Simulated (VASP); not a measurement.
Runs of VASP 6.6.1 on CdS. The structure is that of space group Fm-3m (No. 225), or close to it. The cells are those of the table. 

```csv
cell,gap on the mesh (eV),pressure (GPa)
"a = 4.019 Å, angles 60.0°, 2 atoms",-,-10.8
"a = 3.759 Å, angles 60.0°, 2 atoms",none,2.1
"a = 3.958 Å, angles 60.0°, 2 atoms",-,-8.9
"a = 3.926 Å, angles 60.0°, 2 atoms",-,(b)
"a = 3.989 Å, angles 60.0°, 2 atoms",-,(a)
"a = 3.894 Å, angles 60.0°, 2 atoms",-,-6.4
"a = 3.828 Å, angles 60.0°, 2 atoms",-,-2.8
"a = 3.861 Å, angles 60.0°, 2 atoms",-,(c)
"a = 3.794 Å, angles 60.0°, 2 atoms",none,-0.6
```

Alike in all rows: task single point; level LDA; potentials or basis VASP PAW LDA potentials, release 64 (Cd, S); no spin polarisation; k mesh 6 × 6 × 6; cutoff (eV) 500; smearing fermi-dirac 0.05 eV.

Question: Estimate the missing entries.

Answer: (a) -9.9; (b) -7.7; (c) -4.7.

A k mesh can miss the band edges, and the runs leave out spin-orbit coupling on Cd.

A gap of «none» marks levels without a gap at the run's occupations.
